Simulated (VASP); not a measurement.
Here is a VASP 6.6.1 calculation.

Contents of INCAR:

```
SYSTEM = Hf
  PREC = Accurate
  ENCUT = 520
  EDIFF = 1E-6
  ISMEAR = -1
  SIGMA = 0.05
  LREAL = .FALSE.
  LASPH = .TRUE.
  NELM = 80
  ALGO = Normal
  ISIF = 2
  LWAVE = .FALSE.
  LCHARG = .TRUE.
  GGA = PE
  LELF = .TRUE.
  LVHAR = .TRUE.
  NBANDS = 11
```

KPOINTS

```
regular mesh
0
G
  14 14 14
  0 0 0
```

The input POSCAR:

```
Hf
1.0
   -1.8411000000      1.8411000000      1.8050000000
    1.8411000000     -1.8411000000      1.8050000000
    1.8411000000      1.8411000000     -1.8050000000
Hf
1
Direct
    0.0000000000      0.0000000000      0.0000000000
```

Potentials or basis: VASP PAW PBE potentials, release 64 (Hf_pv).

The run is started by

```bash
$ cat potpaw_PBE.64/Hf_pv/POTCAR > POTCAR
$ mpirun -np 1 vasp_std > vasp.out
```

(1) Estimate the pressure.

(2) Estimate the band gap on the k mesh.

Results:

(1) -8.3 GPa.

(2) zero (band 5 reaches 5.42 eV, above the bottom of band 6 at 3.32 eV).

Caveat: the cell differs from its parent crystal (equal xx and yy strain of +2 %); spin-orbit coupling is left out, which moves the levels of the heavy elements.
